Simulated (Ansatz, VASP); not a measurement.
**One calculation of ScSi5, two programs**

File INCAR:

```
SYSTEM = ScSi5
ALGO = Normal
EDIFF = 1E-7
ENCUT = 520
GGA = PE
ISIF = 2
ISMEAR = 0
LASPH = .TRUE.
LCHARG = .TRUE.
LELF = .TRUE.
LREAL = .FALSE.
LVHAR = .TRUE.
LWAVE = .FALSE.
NBANDS = 43
NELM = 100
PREC = Accurate
SIGMA = 0.1
```

KPOINTS

```
k-points
0
G
  4 4 4
  0 0 0
```

Contents of POSCAR:

```
ScSi5
1.0
    6.2721933000      0.0000000000      0.0000000000
    0.0000000000      6.2721933000      0.0000000000
    0.0000000000      0.0000000000      4.3209753500
Sc Si
2 10
Direct
    0.5000000000      0.0000000000      0.1667000000
    0.0000000000      0.5000000000      0.8333000000
    0.0522067900      0.7431133300      0.3319454500
    0.9477932100      0.2568866700      0.3319454500
    0.7568866700      0.5522067900      0.3319454500
    0.2431133300      0.4477932100      0.3319454500
    0.4477932100      0.2431133300      0.6680545500
    0.5522067900      0.7568866700      0.6680545500
    0.7431133300      0.0522067900      0.6680545500
    0.2568866700      0.9477932100      0.6680545500
    0.0000000000      0.0000000000      0.0000000000
    0.5000000000      0.5000000000      0.0000000000
```

Input for Ansatz:

```yaml
crystal:
  lattice:
    - [6.2721933, 0.0, 0.0]
    - [0.0, 6.2721933, 0.0]
    - [0.0, 0.0, 4.32097535]
  atoms:
    - { symbol: Sc, position: [0.5, 0.0, 0.1667] }
    - { symbol: Sc, position: [0.0, 0.5, 0.8333] }
    - { symbol: Si, position: [0.05220679, 0.74311333, 0.33194545] }
    - { symbol: Si, position: [0.94779321, 0.25688667, 0.33194545] }
    - { symbol: Si, position: [0.75688667, 0.55220679, 0.33194545] }
    - { symbol: Si, position: [0.24311333, 0.44779321, 0.33194545] }
    - { symbol: Si, position: [0.44779321, 0.24311333, 0.66805455] }
    - { symbol: Si, position: [0.55220679, 0.75688667, 0.66805455] }
    - { symbol: Si, position: [0.74311333, 0.05220679, 0.66805455] }
    - { symbol: Si, position: [0.25688667, 0.94779321, 0.66805455] }
    - { symbol: Si, position: [0.0, 0.0, 0.0] }
    - { symbol: Si, position: [0.5, 0.5, 0.0] }
basis:
  ecutwfc: 420
kpoints:
  mp_grid: { grid: [4, 4, 4] }
hamiltonian:
  xc: pbe
scf:
  occupations: { method: gaussian, width: 0.1 }
  lower_state_search: "off"
output:
  forces: true
  stress: true
  eigenvalues: true
```

Alike in both runs: task single point; functional PBE; k mesh 4 × 4 × 4; occupations gaussian, width 0.1 eV; no spin polarisation.

|  | VASP | Ansatz |
| --- | --- | --- |
| version | VASP 6.6.1 | Ansatz 0.2.0 |
| potentials or method | VASP PAW PBE potentials, release 64 (Sc_sv, Si), cutoff 520 eV | scalar-relativistic, plane waves, PAW |
| valence electrons in the cell | 62 | 62 |

Ansatz gave:

```
gap on the k mesh at the Fermi level (eV) : none
rms of the force components (eV/Å)        : 0.656
```

Q: Which values does VASP return?

A: gap on the k mesh at the Fermi level (eV): none; rms of the force components (eV/Å): 0.658.

Atom by atom the forces differ by 0.005 eV/Å (rms over components). A gap of «none» marks a metal or a gap that the smearing closes. The functional is the same, so the differences come from potentials, cutoffs and numerics.

The k mesh is coarse, so the values compare programs but aren't converged.
